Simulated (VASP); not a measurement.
# SnO2 (P6_3/mmc) in VASP: notebook

The runs below take SnO2 through single point, with PBEsol+D3(BJ).

All numbers are computed with VASP 6.6.1; they aren't measurements. Logs are shortened: lines on timing, memory, paths and dates and some standing lists are left out, and cuts for length are marked.

## 1. The cell of the first run

Symmetry: P6_3/mmc, No. 194, hexagonal system. Conventional cell: a = 3.098 Å, b = 3.098 Å, c = 9.861 Å, α = 90.00°, β = 90.00°, γ = 120.00°. Within 2.7 Å of Sn (site symmetry -3m) lie 6 O at 2.04 Å. O (site symmetry 3m) has 3 Sn at 2.04 Å and 3 O at 2.66 Å within 2.7 Å.

## 2. Single point, PBEsol+D3(BJ) (atoms displaced along a vibrational mode, the cell strained)

Contents of INCAR:

```
SYSTEM = SnO2
ALGO     = Normal         ! electronic algorithm
EDIFF    = 1E-6           ! SCF threshold, eV
ENCUT    = 520            ! plane-wave cutoff, eV
GGA      = PS             ! functional
ISIF     = 2              ! what is computed and relaxed
ISMEAR   = 0              ! smearing method
IVDW     = 12             ! dispersion correction
LASPH    = .TRUE.         ! aspherical terms in the spheres
LCHARG   = .FALSE.        ! write CHGCAR
LREAL    = .FALSE.        ! projectors in reciprocal space
LWAVE    = .FALSE.        ! write WAVECAR
NBANDS   = 35             ! bands
NELM     = 60             ! most SCF steps
PREC     = Accurate       ! precision mode
SIGMA    = 0.05           ! smearing width, eV
```

Contents of KPOINTS:

```
k-points
0
G
  12 12 4
  0 0 0
```

Contents of POSCAR:

```
SnO2
1.0
    3.0984934447      0.0000000000      0.0000000000
   -1.5492467224      2.6833740366      0.0000000000
    0.0000000000      0.0000000000      9.8605907128
Sn O
2 4
Direct
    0.0000000000      0.0000000000      0.5000000000
    0.0000000000      0.0000000000      0.0000000000
    0.6666666667      0.3333333333      0.4003665319
    0.6666666667      0.3333333333      0.0996334681
    0.3333333333      0.6666666667      0.5996334681
    0.3333333333      0.6666666667      0.9003665319
```

Potentials or basis: VASP PAW PBE potentials, release 64 (Sn_d, O).

Run with:

```sh
cat potpaw_PBE.64/Sn_d/POTCAR potpaw_PBE.64/O/POTCAR > POTCAR
mpirun -np 1 vasp_std > vasp.out
```

OUTCAR:

```text
SYSTEM = SnO2
   EDIFF = 1E-6
   ENCUT = 520
   GGA = PS
   ISIF = 2
   ISMEAR = 0
   IVDW = 12
   LASPH = .TRUE.
   LREAL = .FALSE.
   NELM = 60
   PREC = Accurate
 IVDW          = 12

 ion  position               nearest neighbor table
   1  0.000  0.000  0.500-   3 2.04   5 2.04   3 2.04   5 2.04   3 2.04   5 2.04
   2  0.000  0.000  0.000-   4 2.04   6 2.04   4 2.04   6 2.04   4 2.04   6 2.04
   3  0.667  0.333  0.400-   1 2.04   1 2.04   1 2.04
   4  0.667  0.333  0.100-   2 2.04   2 2.04   2 2.04
   5  0.333  0.667  0.600-   1 2.04   1 2.04   1 2.04
   6  0.333  0.667  0.900-   2 2.04   2 2.04   2 2.04

  LATTYP: Found a hexagonal cell.
 ALAT       =     3.0984934447
 C/A-ratio  =     3.1823823057

  Lattice vectors:

 A1 = (   3.0984934447,   0.0000000000,   0.0000000000)
 A2 = (  -1.5492467224,   2.6833740366,   0.0000000000)
 A3 = (   0.0000000000,   0.0000000000,   9.8605907128)

Analysis of symmetry for initial positions (statically):
=====================================================================
 Subroutine PRICEL returns:
 Original cell was already a primitive cell.

 Routine SETGRP: Setting up the symmetry group for a
 hexagonal supercell.

 Subroutine GETGRP returns: Found 24 space group operations
 (whereof 12 operations were pure point group operations)
 out of a pool of 24 trial point group operations.

The static configuration has the point symmetry D_3d.
 The point group associated with its full space group is D_6h.

Analysis of symmetry for dynamics (positions and initial velocities):
=====================================================================
 Subroutine PRICEL returns:
 Original cell was already a primitive cell.

 Routine SETGRP: Setting up the symmetry group for a
 hexagonal supercell.

 Subroutine GETGRP returns: Found 24 space group operations
 (whereof 12 operations were pure point group operations)
 out of a pool of 24 trial point group operations.

The dynamic configuration has the point symmetry D_3d.
 The point group associated with its full space group is D_6h.

 Subroutine INISYM returns: Found 24 space group operations
 (whereof 12 operations are pure point group operations),
 and found     1 'primitive' translations

----------------------------------------------------------------------------------------

                                     Primitive cell

  volume of cell :      81.9851

  direct lattice vectors                    reciprocal lattice vectors
     3.098493445  0.000000000  0.000000000     0.322737491  0.186332577  0.000000000
    -1.549246722  2.683374037  0.000000000     0.000000000  0.372665155  0.000000000
     0.000000000  0.000000000  9.860590713     0.000000000  0.000000000  0.101413803

  length of vectors
     3.098493445  3.098493445  9.860590713     0.372665155  0.372665155  0.101413803

  position of ions in fractional coordinates (direct lattice)
     0.000000000  0.000000000  0.500000000
     0.000000000  0.000000000  0.000000000
     0.666666667  0.333333333  0.400366532
     0.666666667  0.333333333  0.099633468
     0.333333333  0.666666667  0.599633468
     0.333333333  0.666666667  0.900366532

  ion indices of the primitive-cell ions
   primitive index   ion index
                 1           1
                 2           2
                 3           3
                 4           4
                 5           5
                 6           6

----------------------------------------------------------------------------------------

 KPOINTS: k-points

Automatic generation of k-mesh.
 Grid dimensions read from file:
 generate k-points for:   12   12    4

 Generating k-lattice:

  Cartesian coordinates                     Fractional coordinates (reciprocal lattice)
     0.026894791  0.015527715  0.000000000     0.083333333 -0.000000000  0.000000000
     0.000000000  0.031055430  0.000000000     0.000000000  0.083333333  0.000000000
     0.000000000  0.000000000  0.025353451     0.000000000  0.000000000  0.250000000

  Length of vectors
     0.031055430  0.031055430  0.025353451

  Shift w.r.t. Gamma in fractional coordinates (k-lattice)
     0.000000000  0.000000000  0.000000000

 Subroutine IBZKPT returns following result:
 ===========================================

 Found     57 irreducible k-points:

 Following reciprocal coordinates:
            Coordinates               Weight
  0.000000  0.000000  0.000000      1.000000
  0.083333 -0.000000  0.000000      6.000000
  0.166667 -0.000000  0.000000      6.000000
  0.250000 -0.000000  0.000000      6.000000
  0.333333 -0.000000  0.000000      6.000000
  0.416667 -0.000000  0.000000      6.000000
[... 16 lines left out ...]
  0.250000 -0.000000  0.250000     12.000000
  0.333333 -0.000000  0.250000     12.000000
 [... further k-points ...]
   k-points           NKPTS =     57   k-points in BZ     NKDIM =     57   number of bands    NBANDS=     35
   number of dos      NEDOS =    301   number of ions     NIONS =      6
   total plane-waves  NPLWV =  46080
   dimension x,y,z NGX =    24 NGY =   24 NGZ =   80
   dimension x,y,z NGXF=    48 NGYF=   48 NGZF=  160
   ions per type =               2   4
   NGX,Y,Z   is equivalent  to a cutoff of  12.88, 12.88, 13.49 a.u.
   NGXF,Y,Z  is equivalent  to a cutoff of  25.75, 25.75, 26.98 a.u.
 SYSTEM =  SnO2
   PREC   = accura    normal or accurate (medium, high low for compatibility)
   ISTART =      0    job   : 0-new  1-cont  2-samecut
   ICHARG =      2    charge: 1-file 2-atom 10-const
   ISPIN  =      1    spin polarized calculation?
   LNONCOLLINEAR =      F non collinear calculations
   LSORBIT =      F    spin-orbit coupling
   LASPH  =      T    aspherical Exc in radial PAW
   ENCUT  =  520.0 eV  38.22 Ry    6.18 a.u.   5.76  5.76 18.33*2*pi/ulx,y,z
   NELM   =     60;   NELMIN=  2; NELMDL= -5     # of ELM steps
   EDIFF  = 0.1E-05   stopping-criterion for ELM
   LREAL  =      F    real-space projection
   EDIFFG = 0.1E-04   stopping-criterion for IOM
   NSW    =      0    number of steps for IOM
   IBRION =     -1    ionic relax: 0-MD 1-quasi-New 2-CG
   NFREE  =      0    steps in history (QN), initial steepest desc. (CG)
   ISIF   =      2    stress and relaxation
   ISYM   =      2    0-nonsym 1-usesym 2-fastsym
   POTIM  = 0.5000    time-step for ionic-motion
   TEBEG  =    0.0;   TEEND  =   0.0 temperature during run
   PSTRESS=    0.0 pullay stress
   NELECT =      52.0000    total number of electrons
   NUPDOWN=      -1.0000    fix difference up-down
   EMIN   =  10.00;   EMAX   =-10.00  energy-range for DOS
   EFERMI =   0.00;   METHOD = LEGACY
   ISMEAR =     0;   SIGMA  =   0.05  broadening in eV -4-tet -1-fermi 0-gaus
   EFERMI_NEDOS =   21; number of points for ismear=-14 and -15
   IALGO  =     38    algorithm
   IMIX   =      4    mixing-type and parameters
     AMIX     =   0.40;   BMIX     =  1.00
     AMIX_MAG =   1.60;   BMIX_MAG =  1.00
  volume/ion in A,a.u.               =      13.66        92.21
  Fermi-wavevector in a.u.,A,eV,Ry     =   1.406580  2.658050 26.918673  1.978467
  Thomas-Fermi vector in A             =   2.528926
   LORBIT       =      0    0 simple, 1 ext, 2 COOP (PROOUT), +10 PAW based schemes
   GGA     = PS    functional components
   LHFCALC =     F    Hartree Fock is set to
   AEXX    =    0.0000 exact exchange contribution
   IVDW    =    12    specifies the selected vdW correction
   LEPSILON=     F    determine dielectric tensor
   LRPA    =     F    only Hartree local field effects (RPA)
 non-spin polarized calculation
 Gauss-broadening in eV      SIGMA  =   0.05
  energy-cutoff  :      520.00
  volume of cell :       81.99
 maximum number of plane-waves:      2230
 NGX is ok and might be reduce to    24
   NGX = 11   NGY = 11   NGZ = 37

 number of electron      51.9999987 magnetization

 Free energy of the ion-electron system (eV)
  ---------------------------------------------------
  ext. energy  EPLUGINS =         0.00000000
  ---------------------------------------------------
  free energy    TOTEN  =       -38.12196626 eV

  energy without entropy =      -38.12196626  energy(sigma->0) =      -38.12196626

 E-fermi :   4.1258     XC(G=0): -10.3339

 val. band max:        3.8367989774   @ k =   0.2500   0.2500   0.0000
 cond. band min:       6.4784949003   @ k =   0.0000   0.0000   0.0000
 fundamental gap:      2.6416959229
 Fermi energy:         4.1258410833

 k-point     1 :       0.0000    0.0000    0.0000
  band No.  band energies     occupation
      1     -16.4268      2.00000
      2     -16.4164      2.00000
      3     -15.8894      2.00000
      4     -15.8894      2.00000
      5     -15.8892      2.00000
      6     -15.8892      2.00000
[... 27 lines left out ...]
     34      15.8448      0.00000
     35      15.9431      0.00000

 k-point     2 :       0.0833   -0.0000    0.0000
  band No.  band energies     occupation
      1     -16.3672      2.00000
      2     -16.3577      2.00000
      3     -15.9858      2.00000
      4     -15.9834      2.00000
      5     -15.8664      2.00000
      6     -15.8662      2.00000
[... 27 lines left out ...]
     34      15.8945      0.00000
     35      15.9946      0.00000

 k-point     3 :       0.1667   -0.0000    0.0000
  band No.  band energies     occupation
      1     -16.3384      2.00000
      2     -16.3306      2.00000
      3     -16.1031      2.00000
      4     -16.0971      2.00000
      5     -15.8076      2.00000
      6     -15.8074      2.00000
[... 27 lines left out ...]
     34      15.8878      0.00000
     35      16.4758      0.00000

 k-point     4 :       0.2500   -0.0000    0.0000
  band No.  band energies     occupation
      1     -16.6132      2.00000
      2     -16.6038      2.00000
      3     -15.9210      2.00000
      4     -15.9169      2.00000
      5     -15.7460      2.00000
      6     -15.7457      2.00000
[... 27 lines left out ...]
     34      15.7855      0.00000
     35      17.0266      0.00000

 k-point     5 :       0.3333   -0.0000    0.0000
  band No.  band energies     occupation
      1     -16.8751      2.00000
      2     -16.8648      2.00000
      3     -15.7997      2.00000
      4     -15.7976      2.00000
      5     -15.7178      2.00000
      6     -15.7174      2.00000
[... 638 lines left out ...]
 k-point    22 :       0.1667   -0.0000    0.2500
  band No.  band energies     occupation
      1     -16.3372      2.00000
      2     -16.3317      2.00000
      3     -16.1022      2.00000
      4     -16.0980      2.00000
      5     -15.8076      2.00000
      6     -15.8074      2.00000
[... 27 lines left out ...]
     34      15.8449      0.00000
     35      16.4917      0.00000

 k-point    23 :       0.2500   -0.0000    0.2500
  band No.  band energies     occupation
      1     -16.6118      2.00000
      2     -16.6052      2.00000
      3     -15.9203      2.00000
      4     -15.9175      2.00000
      5     -15.7460      2.00000
      6     -15.7458      2.00000
[... 27 lines left out ...]
     34      15.7929      0.00000
     35      17.0566      0.00000

 k-point    24 :       0.3333   -0.0000    0.2500
  band No.  band energies     occupation
      1     -16.8736      2.00000
      2     -16.8663      2.00000
      3     -15.7994      2.00000
      4     -15.7979      2.00000
      5     -15.7178      2.00000
      6     -15.7175      2.00000
[... 27 lines left out ...]
     34      16.0294      0.00000
     35      16.7788      0.00000

 [... further k-points ...]

------------------------ aborting loop because EDIFF is reached ----------------------------------------

 Edisp (eV)   -1.00234

 E8    (eV) :    -0.6320

  FORCE on cell =-STRESS in cart. coord.  units (eV):
  Direction    XX          YY          ZZ          XY          YZ          ZX
  --------------------------------------------------------------------------------------
  -------------------------------------------------------------------------------------
  Total       8.96953     8.96953     4.43504    -0.00000    -0.00000     0.00000
  in kB     175.28525   175.28525    86.67100    -0.00000    -0.00000     0.00000
  external pressure =      145.75 kB  Pullay stress =        0.00 kB

 VOLUME and BASIS-vectors are now :
 -----------------------------------------------------------------------------
  energy-cutoff  :      520.00
  volume of cell :       81.99
      direct lattice vectors                 reciprocal lattice vectors
     3.098493445  0.000000000  0.000000000     0.322737491  0.186332577  0.000000000
    -1.549246722  2.683374037  0.000000000     0.000000000  0.372665155  0.000000000
     0.000000000  0.000000000  9.860590713     0.000000000  0.000000000  0.101413803

 POSITION                                       TOTAL-FORCE (eV/Angst)
 -----------------------------------------------------------------------------------
      0.00000      0.00000      4.93030         0.000000      0.000000      0.000000
      0.00000      0.00000      0.00000         0.000000      0.000000      0.000000
      1.54925      0.89446      3.94785        -0.000000      0.000000     -1.082500
      1.54925      0.89446      0.98244        -0.000000      0.000000      1.082500
     -0.00000      1.78892      5.91274         0.000000     -0.000000      1.082500
     -0.00000      1.78892      8.87815         0.000000     -0.000000     -1.082500
 -----------------------------------------------------------------------------------
    total drift:                                0.000000     -0.000000      0.000000

  FREE ENERGIE OF THE ION-ELECTRON SYSTEM (eV)
  ---------------------------------------------------
  free  energy   TOTEN  =       -39.1243070705 eV

  energy  without entropy=      -39.1243070705  energy(sigma->0) =      -39.12430707
```

Run time: 90 s. Hardware: 1 thread of Intel Xeon 6975P-C (Granite Rapids), shared host; peak memory 0.28 GiB.

What came out:

* Free energy: -39.1243 eV
* Pressure: 14.6 GPa
* Largest force: 1.083 eV/Å
* Band gap on the k mesh: 2.64 eV (least direct gap 3.19 eV)
* Dispersion energy per atom: -0.167 eV

Forces in eV/Å, atoms in the order of the input:
```
Sn   0.000  0.000  0.000
Sn   0.000  0.000  0.000
O    0.000  0.000 -1.083
O    0.000  0.000  1.083
O    0.000  0.000  1.083
O    0.000  0.000 -1.083
```

Levels at points of the mesh, in eV from the valence-band top:
```csv
k point,band 22,band 23,band 24,band 25,band 26,band 27,band 28,band 29,band 30,band 31
"(0.00, 0.00, 0.00)",-0.97,-0.97,-0.91,-0.91,-0.55,2.64,3.73,5.78,6.29,11.07
"(0.50, 0.00, 0.00)",-1.34,-0.79,-0.66,-0.56,-0.07,6.00,6.29,7.23,8.18,10.41
"(0.00, 0.00, 0.50)",-1.08,-0.94,-0.94,-0.94,-0.94,3.19,3.19,6.05,6.05,11.23
"(0.50, 0.00, 0.50)",-1.70,-0.61,-0.61,-0.37,-0.37,6.14,6.14,7.67,7.67,10.59
```

Caveat: the cell differs from its parent crystal (atoms displaced along a vibrational mode, the cell strained); the cell stands under pressure; the PAW data sets were made with another functional, which shifts forces and pressure a little; spin-orbit coupling is left out, which moves the levels of the heavy elements. A k mesh can miss the band edges.

(Part 1 of 2 ends here.)
